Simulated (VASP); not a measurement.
# Mo (R-3m) in VASP: notebook

The runs below take Mo through single point, with PBE.

Everything below comes from runs of VASP 6.6.1. Logs are shortened: lines on timing, memory, paths and dates and some standing lists are left out, and cuts for length are marked.

### Step 1. The cell of the first run

It takes space group R-3m (No. 166, trigonal). Conventional cell: a = 3.791 Å, b = 3.791 Å, c = 4.210 Å, α = 90.00°, β = 90.00°, γ = 120.00°. Mo (site symmetry -3m) has 6 Mo at 2.60 Å within 3.4 Å.

### Step 2. Single point, PBE

Input file INCAR:

```
SYSTEM = Mo
PREC = Accurate ; ENCUT = 520
EDIFF = 1E-6 ; ISMEAR = 0
SIGMA = 0.15 ; LREAL = .FALSE.
LASPH = .TRUE. ; NELM = 100
ALGO = Fast ; ISIF = 2
LWAVE = .FALSE. ; LCHARG = .FALSE.
GGA = PE ; NBANDS = 13
```

Input file KPOINTS:

```
regular mesh
0
G
  22 22 22
  0 0 0
```

Input file POSCAR:

```
Mo
1.0
   -0.9770879057      1.7037825142      1.7037825142
    1.7037825142     -0.9770879057      1.7037825142
    1.7037825142      1.7037825142     -0.9770879057
Mo
1
Direct
    0.0000000000      0.0000000000      0.0000000000
```

Potentials or basis: VASP PAW PBE potentials, release 64 (Mo_sv).

Launch:

```console
$ cat potpaw_PBE.64/Mo_sv/POTCAR > POTCAR
$ mpirun -np 1 vasp_std > vasp.out
```

OUTCAR:

```text
SYSTEM = Mo
   PREC = Accurate
   ENCUT = 520
   EDIFF = 1E-6
   ISMEAR = 0
   LREAL = .FALSE.
   LASPH = .TRUE.
   NELM = 100
   ISIF = 2
   GGA = PE

 ion  position               nearest neighbor table
   1  0.000  0.000  0.000-

  LATTYP: Found a trigonal (rhomboedric) cell.
 ALAT       =     2.6000866306
 COS(alpha) =    -0.0631046292

  Lattice vectors:

 A1 = (  -0.9770879057,   1.7037825142,   1.7037825142)
 A2 = (   1.7037825142,  -0.9770879057,   1.7037825142)
 A3 = (   1.7037825142,   1.7037825142,  -0.9770879057)

Analysis of symmetry for initial positions (statically):
=====================================================================
 Subroutine PRICEL returns:
 Original cell was already a primitive cell.

 Routine SETGRP: Setting up the symmetry group for a
 trigonal (rhombohedral) supercell.

 Subroutine GETGRP returns: Found 12 space group operations
 (whereof 12 operations were pure point group operations)
 out of a pool of 12 trial point group operations.

The static configuration has the point symmetry D_3d.

Analysis of symmetry for dynamics (positions and initial velocities):
=====================================================================
 Subroutine PRICEL returns:
 Original cell was already a primitive cell.

 Routine SETGRP: Setting up the symmetry group for a
 trigonal (rhombohedral) supercell.

 Subroutine GETGRP returns: Found 12 space group operations
 (whereof 12 operations were pure point group operations)
 out of a pool of 12 trial point group operations.

The dynamic configuration has the point symmetry D_3d.

 Subroutine INISYM returns: Found 12 space group operations
 (whereof 12 operations are pure point group operations),
 and found     1 'primitive' translations

----------------------------------------------------------------------------------------

                                     Primitive cell

  volume of cell :      17.4680

  direct lattice vectors                    reciprocal lattice vectors
    -0.977087906  1.703782514  1.703782514    -0.111528170  0.261485009  0.261485009
     1.703782514 -0.977087906  1.703782514     0.261485009 -0.111528170  0.261485009
     1.703782514  1.703782514 -0.977087906     0.261485009  0.261485009 -0.111528170

  length of vectors
     2.600086631  2.600086631  2.600086631     0.386247787  0.386247787  0.386247787

  position of ions in fractional coordinates (direct lattice)
     0.000000000  0.000000000  0.000000000

  ion indices of the primitive-cell ions
   primitive index   ion index
[... 76 lines left out ...]
   NSW    =      0    number of steps for IOM
   IBRION =     -1    ionic relax: 0-MD 1-quasi-New 2-CG
   NFREE  =      0    steps in history (QN), initial steepest desc. (CG)
   ISIF   =      2    stress and relaxation
   ISYM   =      2    0-nonsym 1-usesym 2-fastsym
   POTIM  = 0.5000    time-step for ionic-motion
   TEBEG  =    0.0;   TEEND  =   0.0 temperature during run
   PSTRESS=    0.0 pullay stress
   NELECT =      14.0000    total number of electrons
   NUPDOWN=      -1.0000    fix difference up-down
   EMIN   =  10.00;   EMAX   =-10.00  energy-range for DOS
   EFERMI =   0.00;   METHOD = LEGACY
   ISMEAR =     0;   SIGMA  =   0.15  broadening in eV -4-tet -1-fermi 0-gaus
   EFERMI_NEDOS =   21; number of points for ismear=-14 and -15
   IALGO  =     68    algorithm
   IMIX   =      4    mixing-type and parameters
     AMIX     =   0.40;   BMIX     =  1.00
     AMIX_MAG =   1.60;   BMIX_MAG =  1.00
  volume/ion in A,a.u.               =      17.47       117.88
  Fermi-wavevector in a.u.,A,eV,Ry     =   1.520675  2.873659 31.462832  2.312453
  Thomas-Fermi vector in A             =   2.629494
   LORBIT       =      0    0 simple, 1 ext, 2 COOP (PROOUT), +10 PAW based schemes
   GGA     = PE    functional components
   LHFCALC =     F    Hartree Fock is set to
   AEXX    =    0.0000 exact exchange contribution
   IVDW    =     0    specifies the selected vdW correction
   LEPSILON=     F    determine dielectric tensor
   LRPA    =     F    only Hartree local field effects (RPA)
 non-spin polarized calculation
 RMM-DIIS sequential band-by-band and
 Gauss-broadening in eV      SIGMA  =   0.15
  energy-cutoff  :      520.00
  volume of cell :       17.47
 maximum number of plane-waves:       483
   NGX =  9   NGY =  9   NGZ =  9

 number of electron      13.9999994 magnetization

 Free energy of the ion-electron system (eV)
  ---------------------------------------------------
  ext. energy  EPLUGINS =         0.00000000
  ---------------------------------------------------
  free energy    TOTEN  =        -9.85403075 eV

  energy without entropy =       -9.84150685  energy(sigma->0) =       -9.84776880

 E-fermi :  10.8416     XC(G=0): -12.6343

 val. band max:       10.8410772806   @ k =   0.4545   0.2727   0.2273
 cond. band min:      10.8438001202   @ k =  -0.3182  -0.3636   0.2273
 fundamental gap:      0.0027228395
 Fermi energy:        10.8415737973

 k-point     1 :       0.0000    0.0000    0.0000
  band No.  band energies     occupation
      1     -50.3291      2.00000
      2     -23.6795      2.00000
      3     -23.5585      2.00000
      4     -23.5585      2.00000
      5       4.2730      2.00000
      6       6.6711      2.00000
      7       6.6711      2.00000
      8      14.3563      0.00000
      9      14.6009      0.00000
     10      14.6009      0.00000
     11      25.7276      0.00000
     12      25.7276      0.00000
     13      27.5256      0.00000
[... 354 lines left out ...]
  band No.  band energies     occupation
      1     -50.1304      2.00000
      2     -25.0448      2.00000
      3     -23.5259      2.00000
      4     -23.4415      2.00000
      5       7.2065      2.00000
      6       7.5389      2.00000
      7      10.2540      2.00000
      8      11.6185      0.00000
      9      12.0916      0.00000
     10      14.7614      0.00000
     11      19.9555      0.00000
     12      25.3623      0.00000
     13      29.9279      0.00000

 [... further k-points ...]
[... 5 lines left out ...]
  --------------------------------------------------------------------------------------
  -------------------------------------------------------------------------------------
  Total        0.0527545      0.0527545      0.0527545     -0.6098164     -0.6098164     -0.6098164
  in kB        4.8386826      4.8386826      4.8386826    -55.9327911    -55.9327911    -55.9327911
  external PRESSURE =       4.8386826 kB  Pullay stress =       0.0000000 kB

 VOLUME and BASIS-vectors are now :
 -----------------------------------------------------------------------------
  energy-cutoff  :      520.00
  volume of cell :       17.47
      direct lattice vectors                 reciprocal lattice vectors
    -0.977087906  1.703782514  1.703782514    -0.111528170  0.261485009  0.261485009
     1.703782514 -0.977087906  1.703782514     0.261485009 -0.111528170  0.261485009
     1.703782514  1.703782514 -0.977087906     0.261485009  0.261485009 -0.111528170

 POSITION                                       TOTAL-FORCE (eV/Angst)
 -----------------------------------------------------------------------------------
      0.00000      0.00000      0.00000        -0.000000      0.000000     -0.000000
 -----------------------------------------------------------------------------------
    total drift:                                0.000000      0.000000      0.000000

  FREE ENERGIE OF THE ION-ELECTRON SYSTEM (eV)
  ---------------------------------------------------
  free  energy   TOTEN  =        -9.8540307462 eV

  energy  without entropy=       -9.8415068476  energy(sigma->0) =       -9.84776880
```

OSZICAR:

```text
N       E                     dE             d eps       ncg     rms          rms(c)
DAV:   1     0.953534952214E+02    0.95353E+02   -0.79843E+03 26802   0.109E+03
DAV:   2    -0.906757641180E+01   -0.10442E+03   -0.10013E+03 30444   0.307E+02
DAV:   3    -0.102773135135E+02   -0.12097E+01   -0.12054E+01 30534   0.333E+01
DAV:   4    -0.102804317078E+02   -0.31182E-02   -0.31180E-02 29839   0.205E+00
DAV:   5    -0.102804547396E+02   -0.23032E-04   -0.23031E-04 31039   0.157E-01    0.121E+01
RMM:   6    -0.989628387757E+01    0.38417E+00   -0.49021E-01 26681   0.646E+00    0.398E+00
RMM:   7    -0.985548172485E+01    0.40802E-01   -0.12632E-01 27083   0.328E+00    0.746E-01
RMM:   8    -0.985420678459E+01    0.12749E-02   -0.84206E-03 28895   0.990E-01    0.151E-01
RMM:   9    -0.985403626179E+01    0.17052E-03   -0.84336E-04 30402   0.330E-01    0.297E-02
RMM:  10    -0.985403119399E+01    0.50678E-05   -0.18409E-04 30653   0.154E-01    0.248E-02
RMM:  11    -0.985403124882E+01   -0.54832E-07   -0.17444E-05 30431   0.528E-02    0.293E-03
RMM:  12    -0.985403074622E+01    0.50260E-06   -0.41459E-06 24266   0.242E-02
   1 F= -.98540307E+01 E0= -.98477688E+01  d E =-.125239E-01
```

stdout:

```text
POSCAR found type information on POSCAR Mo
 POSCAR found :  1 types and       1 ions
 scaLAPACK will be used
 LDA part: xc-table for (Slater+PW92), standard interpolation
 POSCAR, INCAR and KPOINTS ok, starting setup
 FFT: planning ... GRIDC
 FFT: planning ... GRID_SOFT
 FFT: planning ... GRID
 WAVECAR not read
 entering main loop
```

Wall time 2 min (1 thread of Intel Xeon Platinum 8259CL at 2.50GHz (Skylake/Cascade Lake), shared host); peak memory 0.31 GiB.

Results:

| Item | Value |
| --- | --- |
| Free energy | -9.8540 eV |
| Pressure | 0.5 GPa |
| Band gap on the k mesh | zero (band 7 reaches 12.18 eV, above the bottom of band 8 at 9.76 eV) |

Stress tensor (GPa, compression positive):
```
 0.48 -5.59 -5.59
-5.59  0.48 -5.59
-5.59 -5.59  0.48
```

Levels at points of the mesh, in eV from the Fermi level:
```tsv
k point	band 3	band 4	band 5	band 6	band 7	band 8	band 9	band 10	band 11	band 12
(0.00, 0.00, 0.00)	-34.40	-34.40	-6.57	-4.17	-4.17	3.51	3.76	3.76	14.89	14.89
(0.50, 0.00, 0.00)	-34.35	-34.27	-3.64	-3.36	0.05	0.63	0.79	4.00	9.14	14.29
(0.50, 0.50, 0.00)	-35.64	-34.18	-5.37	-2.43	1.11	1.46	5.03	5.97	6.51	13.97
(0.50, 0.50, 0.50)	-35.57	-35.40	-4.08	-4.08	-3.14	6.16	6.16	7.61	11.98	11.98
```

(Continued in part 2 of 2.)
